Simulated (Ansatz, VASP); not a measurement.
# AlInSb2: VASP beside Ansatz

```
Al In Sb
1.0
     4.37999    0.00000    0.00000
     0.00000    4.37999    0.00000
     0.00000    0.00000    6.43332
Al In Sb
1 1 2
Direct
  0.00000 0.00000 0.00000
  0.50000 0.50000 0.50000
  0.00000 0.50000 0.23397
  0.50000 0.00000 0.76603
```

Alike in both runs: task single point; functional LDA; k mesh 8 × 8 × 6; occupations gaussian, width 0.05 eV; no spin polarisation.

|  | VASP | Ansatz |
| --- | --- | --- |
| version | VASP 6.6.1 | Ansatz 0.2.0 |
| potentials or method | VASP PAW LDA potentials, release 64 (Al, In_d, Sb), cutoff 520 eV | scalar-relativistic, plane waves, PAW |
| valence electrons in the cell | 26 | 46 |

Ansatz gave:

```
gap on the k mesh at the Fermi level (eV)                     : 0.46
least direct gap on the mesh (eV)                             : 0.46
pressure (GPa)                                                : 0.0
traceless stress, the component that is largest in VASP (GPa) : -0.98
rms of the force components (eV/Å)                            : 0.014
```

Q: Which values does VASP return?

A: gap on the k mesh at the Fermi level (eV): 0.51; least direct gap on the mesh (eV): 0.51; pressure (GPa): 0.2; traceless stress, the component that is largest in VASP (GPa): -0.98; rms of the force components (eV/Å): 0.022.

LDA's correlation is that of Perdew and Zunger in VASP and of Perdew and Wang (1992) in Ansatz. Atom by atom the forces differ by 0.008 eV/Å (rms over components). VASP's potentials hold 26 valence electrons a cell and Ansatz's 46, so a difference there can come from the potentials and not from the codes.

Neither program's run includes spin-orbit coupling.
